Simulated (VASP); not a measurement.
# CaZr2N3 (Cmmm) in VASP: further runs

The runs below take CaZr2N3 through single point, relaxation of cell and atoms, with PBE.

All numbers are computed with VASP 6.6.1; they aren't measurements. Logs are shortened: lines on timing, memory, paths and dates and some standing lists are left out, and cuts for length are marked.

### Step 1. The cell of the first run

Symmetry: Cmmm, No. 65, orthorhombic system. Conventional cell: a = 4.528 Å, b = 10.053 Å, c = 3.539 Å, α = 90.00°, β = 90.00°, γ = 90.00°. Ca (site symmetry mmm) has 6 N at 2.26 to 2.31 Å within 3.0 Å. Within 2.6 Å of Zr (site symmetry m2m) lie 5 N at 1.97 to 2.37 Å. N (site symmetry m2m) has 3 Zr at 1.97 to 2.27 Å and 2 Ca at 2.31 Å within 2.6 Å. N (site symmetry mmm) has 2 Ca at 2.26 Å and 4 Zr at 2.37 Å within 3.0 Å.

### Step 2. Single point, PBE

INCAR

```
SYSTEM = CaZr2N3
PREC = Accurate
ENCUT = 520
EDIFF = 1E-6
ISMEAR = 0
SIGMA = 0.1
LREAL = .FALSE.
LASPH = .TRUE.
NELM = 80
ALGO = Normal
ISIF = 2
LWAVE = .FALSE.
LCHARG = .FALSE.
GGA = PE
NBANDS = 34
```

KPOINTS

```
Automatic mesh
0
G
  4 4 6
  0 0 0
```

POSCAR

```
CaZr2N3
1.0
    2.2640344900     -5.0263746900      0.0000000000
    2.2640344900      5.0263746900      0.0000000000
    0.0000000000      0.0000000000      3.5388033300
Ca Zr N
1 2 3
Direct
    0.0000000000      0.0000000000      0.0000000000
    0.6562623200      0.3437376800      0.5000000000
    0.3437376800      0.6562623200      0.5000000000
    0.1478336900      0.8521663100      0.5000000000
    0.8521663100      0.1478336900      0.5000000000
    0.5000000000      0.5000000000      0.0000000000
```

Potentials or basis: VASP PAW PBE potentials, release 64 (Ca_sv, Zr_sv, N).

Launch:

```bash
> cat potpaw_PBE.64/Ca_sv/POTCAR potpaw_PBE.64/Zr_sv/POTCAR potpaw_PBE.64/N/POTCAR > POTCAR
> mpirun -np 1 vasp_std > vasp.out
```

OUTCAR:

```text
SYSTEM = CaZr2N3
   PREC = Accurate
   ENCUT = 520
   EDIFF = 1E-6
   ISMEAR = 0
   LREAL = .FALSE.
   LASPH = .TRUE.
   NELM = 80
   ISIF = 2
   GGA = PE

 ion  position               nearest neighbor table
   1  0.000  0.000  0.000-   6 2.26   6 2.26   4 2.31   4 2.31   5 2.31   5 2.31   3 3.27   3 3.27
                             2 3.27   2 3.27   2 3.27   3 3.27   3 3.27   2 3.27
   2  0.656  0.344  0.500-   5 1.97   4 2.27   4 2.27   6 2.37   6 2.37   3 2.95   3 2.95   3 3.14
                             1 3.27   1 3.27   1 3.27   1 3.27
   3  0.344  0.656  0.500-   4 1.97   5 2.27   5 2.27   6 2.37   6 2.37   2 2.95   2 2.95   2 3.14
                             1 3.27   1 3.27   1 3.27   1 3.27
   4  0.148  0.852  0.500-   3 1.97   2 2.27   2 2.27   1 2.31   1 2.31
   5  0.852  0.148  0.500-   2 1.97   3 2.27   3 2.27   1 2.31   1 2.31
   6  0.500  0.500  0.000-   1 2.26   1 2.26   3 2.37   2 2.37   3 2.37   2 2.37

  LATTYP: Found a base centered orthorhombic cell.
 ALAT       =     4.5280689800
 B/A-ratio  =     2.2200963423
 C/A-ratio  =     0.7815259321

  Lattice vectors:

 A1 = (   2.2640344900,  -5.0263746900,   0.0000000000)
 A2 = (   2.2640344900,   5.0263746900,   0.0000000000)
 A3 = (   0.0000000000,   0.0000000000,   3.5388033300)

Analysis of symmetry for initial positions (statically):
=====================================================================
 Subroutine PRICEL returns:
 Original cell was already a primitive cell.

 Routine SETGRP: Setting up the symmetry group for a
 base centered orthorhombic supercell.

 Subroutine GETGRP returns: Found  8 space group operations
 (whereof  8 operations were pure point group operations)
 out of a pool of  8 trial point group operations.

The static configuration has the point symmetry D_2h.

Analysis of symmetry for dynamics (positions and initial velocities):
=====================================================================
 Subroutine PRICEL returns:
 Original cell was already a primitive cell.

 Routine SETGRP: Setting up the symmetry group for a
 base centered orthorhombic supercell.

 Subroutine GETGRP returns: Found  8 space group operations
 (whereof  8 operations were pure point group operations)
 out of a pool of  8 trial point group operations.

The dynamic configuration has the point symmetry D_2h.

 Subroutine INISYM returns: Found  8 space group operations
 (whereof  8 operations are pure point group operations),
 and found     1 'primitive' translations

----------------------------------------------------------------------------------------

                                     Primitive cell

  volume of cell :      80.5424

  direct lattice vectors                    reciprocal lattice vectors
     2.264034490 -5.026374690  0.000000000     0.220844692 -0.099475274  0.000000000
     2.264034490  5.026374690  0.000000000     0.220844692  0.099475274  0.000000000
     0.000000000  0.000000000  3.538803330     0.000000000  0.000000000  0.282581400

  length of vectors
     5.512739310  5.512739310  3.538803330     0.242214178  0.242214178  0.282581400

  position of ions in fractional coordinates (direct lattice)
     0.000000000  0.000000000  0.000000000
     0.656262320  0.343737680  0.500000000
     0.343737680  0.656262320  0.500000000
     0.147833690  0.852166310  0.500000000
     0.852166310  0.147833690  0.500000000
     0.500000000  0.500000000  0.000000000

  ion indices of the primitive-cell ions
   primitive index   ion index
                 1           1
                 2           2
                 3           3
                 4           4
                 5           5
                 6           6

----------------------------------------------------------------------------------------

 KPOINTS: Automatic mesh

Automatic generation of k-mesh.
 Grid dimensions read from file:
 generate k-points for:    4    4    6

 Generating k-lattice:

  Cartesian coordinates                     Fractional coordinates (reciprocal lattice)
     0.055211173 -0.024868819  0.000000000     0.250000000  0.000000000  0.000000000
     0.055211173  0.024868819  0.000000000     0.000000000  0.250000000  0.000000000
     0.000000000  0.000000000  0.047096900     0.000000000  0.000000000  0.166666667

  Length of vectors
     0.060553545  0.060553545  0.047096900

  Shift w.r.t. Gamma in fractional coordinates (k-lattice)
     0.000000000  0.000000000  0.000000000

 Subroutine IBZKPT returns following result:
 ===========================================

 Found     28 irreducible k-points:

 Following reciprocal coordinates:
            Coordinates               Weight
  0.000000  0.000000  0.000000      1.000000
  0.250000  0.000000  0.000000      4.000000
  0.500000  0.000000  0.000000      2.000000
  0.250000  0.250000  0.000000      2.000000
  0.500000  0.250000  0.000000      4.000000
 -0.250000  0.250000  0.000000      2.000000
[... 16 lines left out ...]
  0.250000  0.000000  0.500000      4.000000
  0.500000  0.000000  0.500000      2.000000
 [... further k-points ...]
   k-points           NKPTS =     28   k-points in BZ     NKDIM =     28   number of bands    NBANDS=     34
   number of dos      NEDOS =    301   number of ions     NIONS =      6
   total plane-waves  NPLWV =  49392
   dimension x,y,z NGX =    42 NGY =   42 NGZ =   28
   dimension x,y,z NGXF=    84 NGYF=   84 NGZF=   56
   ions per type =               1   2   3
   NGX,Y,Z   is equivalent  to a cutoff of  12.67, 12.67, 13.15 a.u.
   NGXF,Y,Z  is equivalent  to a cutoff of  25.33, 25.33, 26.31 a.u.
 SYSTEM =  CaZr2N3
   PREC   = accura    normal or accurate (medium, high low for compatibility)
   ISTART =      0    job   : 0-new  1-cont  2-samecut
   ICHARG =      2    charge: 1-file 2-atom 10-const
   ISPIN  =      1    spin polarized calculation?
   LNONCOLLINEAR =      F non collinear calculations
   LSORBIT =      F    spin-orbit coupling
   LASPH  =      T    aspherical Exc in radial PAW
   ENCUT  =  520.0 eV  38.22 Ry    6.18 a.u.  10.25 10.25  6.58*2*pi/ulx,y,z
   NELM   =     80;   NELMIN=  2; NELMDL= -5     # of ELM steps
   EDIFF  = 0.1E-05   stopping-criterion for ELM
   LREAL  =      F    real-space projection
   EDIFFG = 0.1E-04   stopping-criterion for IOM
   NSW    =      0    number of steps for IOM
   IBRION =     -1    ionic relax: 0-MD 1-quasi-New 2-CG
   NFREE  =      0    steps in history (QN), initial steepest desc. (CG)
   ISIF   =      2    stress and relaxation
   ISYM   =      2    0-nonsym 1-usesym 2-fastsym
   POTIM  = 0.5000    time-step for ionic-motion
   TEBEG  =    0.0;   TEEND  =   0.0 temperature during run
   PSTRESS=    0.0 pullay stress
   NELECT =      49.0000    total number of electrons
   NUPDOWN=      -1.0000    fix difference up-down
   EMIN   =  10.00;   EMAX   =-10.00  energy-range for DOS
   EFERMI =   0.00;   METHOD = LEGACY
   ISMEAR =     0;   SIGMA  =   0.10  broadening in eV -4-tet -1-fermi 0-gaus
   EFERMI_NEDOS =   21; number of points for ismear=-14 and -15
   IALGO  =     38    algorithm
   IMIX   =      4    mixing-type and parameters
     AMIX     =   0.40;   BMIX     =  1.00
     AMIX_MAG =   1.60;   BMIX_MAG =  1.00
  volume/ion in A,a.u.               =      13.42        90.59
  Fermi-wavevector in a.u.,A,eV,Ry     =   1.387178  2.621386 26.181172  1.924262
  Thomas-Fermi vector in A             =   2.511423
   LORBIT       =      0    0 simple, 1 ext, 2 COOP (PROOUT), +10 PAW based schemes
   GGA     = PE    functional components
   LHFCALC =     F    Hartree Fock is set to
   AEXX    =    0.0000 exact exchange contribution
   IVDW    =     0    specifies the selected vdW correction
   LEPSILON=     F    determine dielectric tensor
   LRPA    =     F    only Hartree local field effects (RPA)
 non-spin polarized calculation
 Gauss-broadening in eV      SIGMA  =   0.10
  energy-cutoff  :      520.00
  volume of cell :       80.54
 maximum number of plane-waves:      2188
 NGX is ok and might be reduce to    42
   NGX = 21   NGY = 21   NGZ = 13

 number of electron      48.9999998 magnetization

 Free energy of the ion-electron system (eV)
  ---------------------------------------------------
  ext. energy  EPLUGINS =         0.00000000
  ---------------------------------------------------
  free energy    TOTEN  =       -51.25465887 eV

  energy without entropy =      -51.24651196  energy(sigma->0) =      -51.25058542

 E-fermi :   8.1077     XC(G=0): -11.4254

 val. band max:        8.0746864445   @ k =  -0.2500   0.2500   0.3333
 cond. band min:       8.1831642716   @ k =   0.5000   0.0000   0.1667
 fundamental gap:      0.1084778271
 Fermi energy:         8.1077264981

 k-point     1 :       0.0000    0.0000    0.0000
  band No.  band energies     occupation
      1     -40.9597      2.00000
      2     -40.7879      2.00000
      3     -30.3673      2.00000
      4     -19.5429      2.00000
      5     -19.3507      2.00000
      6     -18.9948      2.00000
[... 26 lines left out ...]
     33      12.7873      0.00000
     34      13.1382      0.00000

 k-point     2 :       0.2500    0.0000    0.0000
  band No.  band energies     occupation
      1     -40.9353      2.00000
      2     -40.8120      2.00000
      3     -30.3669      2.00000
      4     -19.5892      2.00000
      5     -19.4400      2.00000
      6     -18.9702      2.00000
[... 26 lines left out ...]
     33      13.4819      0.00000
     34      13.5345      0.00000

 k-point     3 :       0.5000    0.0000    0.0000
  band No.  band energies     occupation
      1     -40.8889      2.00000
      2     -40.8581      2.00000
      3     -30.3666      2.00000
      4     -19.6491      2.00000
      5     -19.4796      2.00000
      6     -18.9293      2.00000
[... 26 lines left out ...]
     33      13.4126      0.00000
     34      13.5228      0.00000
[... 704 lines left out ...]
 k-point    23 :       0.2500    0.0000    0.5000
  band No.  band energies     occupation
      1     -40.9198      2.00000
      2     -40.7978      2.00000
      3     -30.3388      2.00000
      4     -19.5352      2.00000
      5     -19.4102      2.00000
      6     -19.2315      2.00000
[... 26 lines left out ...]
     33      13.7523      0.00000
     34      13.9332      0.00000

 k-point    24 :       0.5000    0.0000    0.5000
  band No.  band energies     occupation
      1     -40.8738      2.00000
      2     -40.8437      2.00000
      3     -30.3372      2.00000
      4     -19.5957      2.00000
      5     -19.4608      2.00000
      6     -19.1928      2.00000
[... 26 lines left out ...]
     33      14.2272      0.00000
     34      14.4877      0.00000

 [... further k-points ...]
[... 5 lines left out ...]
  --------------------------------------------------------------------------------------
  -------------------------------------------------------------------------------------
  Total        7.6885407     11.8137611      2.2814543      0.0000000      0.0000000      0.0000000
  in kB      152.9432030    235.0035620     45.3835061      0.0000000      0.0000000      0.0000000
  external PRESSURE =     144.4434237 kB  Pullay stress =       0.0000000 kB

 VOLUME and BASIS-vectors are now :
 -----------------------------------------------------------------------------
  energy-cutoff  :      520.00
  volume of cell :       80.54
      direct lattice vectors                 reciprocal lattice vectors
     2.264034490 -5.026374690  0.000000000     0.220844692 -0.099475274  0.000000000
     2.264034490  5.026374690  0.000000000     0.220844692  0.099475274  0.000000000
     0.000000000  0.000000000  3.538803330     0.000000000  0.000000000  0.282581400

 POSITION                                       TOTAL-FORCE (eV/Angst)
 -----------------------------------------------------------------------------------
      0.00000      0.00000      0.00000        -0.000000     -0.000000     -0.000000
      2.26403     -1.57087      1.76940        -0.000000      3.401042      0.000000
      2.26403      1.57087      1.76940        -0.000000     -3.401042     -0.000000
      2.26403      3.54024      1.76940        -0.000000     -0.730264     -0.000000
      2.26403     -3.54024      1.76940        -0.000000      0.730264     -0.000000
      2.26403      0.00000      0.00000         0.000000      0.000000     -0.000000
 -----------------------------------------------------------------------------------
    total drift:                               -0.000000     -0.000000      0.000000

  FREE ENERGIE OF THE ION-ELECTRON SYSTEM (eV)
  ---------------------------------------------------
  free  energy   TOTEN  =       -51.2546588688 eV

  energy  without entropy=      -51.2465119639  energy(sigma->0) =      -51.25058542
```

It took 49 s on 1 thread of Intel Xeon 6975P-C (Granite Rapids), shared host; peak memory 0.25 GiB.

What came out:

| Property | Result |
| --- | --- |
| Free energy | -51.2547 eV |
| Pressure | 14.4 GPa |
| Largest force | 3.401 eV/Å |

Forces on the atoms (eV/Å):
```
Ca   0.000  0.000  0.000
Zr   0.000  3.401  0.000
Zr   0.000 -3.401  0.000
N    0.000 -0.730  0.000
N    0.000  0.730  0.000
N    0.000  0.000  0.000
```

Stress tensor (GPa, compression positive):
```
15.29  0.00  0.00
 0.00 23.50  0.00
 0.00  0.00  4.54
```

Caveat: the k points lie up to 0.38 Å⁻¹ apart; forces of over 1 eV/Å act on the atoms, so gaps and moduli don't describe the material at rest.

### Step 3. Single point, PBE

This run uses another cell than the first one, of 14.22 Å³/atom, 1.059 times its volume.

INCAR

```
PREC = Accurate ; ENCUT = 520
EDIFF = 1E-7 ; ISMEAR = 0
SIGMA = 0.1 ; LREAL = F
LASPH = T ; NELM = 60
ALGO = Normal ; ISIF = 2
LWAVE = F ; LCHARG = F
GGA = PE ; NBANDS = 34
```

KPOINTS

```
Automatic mesh
0
Gamma
  4 4 6
```

POSCAR

```
CaZr2N3
1.0
    2.2999187477     -5.3300106001      0.0000000000
    2.2999187477      5.3300106001      0.0000000000
    0.0000000000      0.0000000000      3.4802686666
Ca Zr N
1 2 3
Direct
    0.0000000000      0.0000000000      0.0000000000
    0.6489971789      0.3510028211      0.5000000000
    0.3510028211      0.6489971789      0.5000000000
    0.1587516799      0.8412483201      0.5000000000
    0.8412483201      0.1587516799      0.5000000000
    0.5000000000      0.5000000000      0.0000000000
```

Potentials or basis: VASP PAW PBE potentials, release 64 (Ca_sv, Zr_sv, N).

Launch:

```bash
> cat potpaw_PBE.64/Ca_sv/POTCAR potpaw_PBE.64/Zr_sv/POTCAR potpaw_PBE.64/N/POTCAR > POTCAR
> mpirun -np 1 vasp_std > vasp.out
```

Wall time 58 s (1 thread of Intel Xeon 6975P-C (Granite Rapids), shared host); peak memory 0.28 GiB.

It converged, with:

```yaml
Free_energy: -51.9760 eV
Pressure: 0.3 GPa
Largest_force: 0.023 eV/Å
```

Forces on the atoms (eV/Å):
```
Ca   0.000  0.000  0.000
Zr   0.000  0.023  0.000
Zr   0.000 -0.023  0.000
N    0.000 -0.017  0.000
N    0.000  0.017  0.000
N    0.000  0.000  0.000
```

Stress tensor (GPa, compression positive):
```
0.29 0.00 0.00
0.00 0.30 0.00
0.00 0.00 0.20
```

Levels at points of the mesh, in eV from the Fermi level:
| k point | band 22 | band 23 | band 24 | band 25 | band 26 | band 27 | band 28 | band 29 |
| --- | --- | --- | --- | --- | --- | --- | --- | --- |
| (0.00, 0.00, 0.00) | -2.17 | -1.78 | -1.72 | -1.29 | 0.94 | 1.57 | 1.88 | 2.09 |
| (0.50, 0.00, 0.00) | -3.07 | -2.55 | -2.37 | -0.69 | 1.70 | 2.85 | 3.06 | 3.45 |
| (0.50, 0.50, 0.00) | -2.49 | -2.14 | -1.18 | 0.27 | 1.02 | 1.33 | 1.51 | 2.42 |
| (0.00, 0.00, 0.50) | -2.53 | -2.46 | -1.92 | -1.11 | 1.56 | 1.72 | 2.22 | 2.54 |
| (0.50, 0.00, 0.50) | -3.33 | -2.96 | -2.71 | 2.12 | 2.16 | 2.52 | 2.82 | 2.83 |
| (0.50, 0.50, 0.50) | -2.82 | -1.74 | -1.74 | -0.96 | 0.33 | 0.89 | 3.02 | 3.29 |

Caveat: the k points lie up to 0.37 Å⁻¹ apart.

[end of part 1 of 2]
